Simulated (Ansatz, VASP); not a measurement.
Two plane-wave programs on Pt

```
Pt
1.0
     0.00000    1.98521    1.98521
     1.98521    0.00000    1.98521
     1.98521    1.98521    0.00000
Pt
1
Direct
  0.00000 0.00000 0.00000
```

Alike in both runs: task single point; functional PBE; k mesh 18 × 18 × 18; occupations gaussian, width 0.05 eV; no spin polarisation.

```csv
,VASP,Ansatz
version,VASP 6.6.1,Ansatz 0.2.0
potentials or method,"VASP PAW PBE potentials, release 64 (Pt), cutoff 520 eV","scalar-relativistic, plane waves, PAW"
valence electrons in the cell,10,18
```

Ansatz gave:

```
gap on the k mesh at the Fermi level (eV) : none
pressure (GPa)                            : -0.1
```

Question: Estimate VASP's values.

Answer: gap on the k mesh at the Fermi level (eV): none; pressure (GPa): -0.6.

A gap of «none» marks a metal or a gap that the smearing closes. VASP's potentials hold 10 valence electrons a cell and Ansatz's 18, so a difference there can come from the potentials and not from the codes.

Spin-orbit coupling is off throughout.
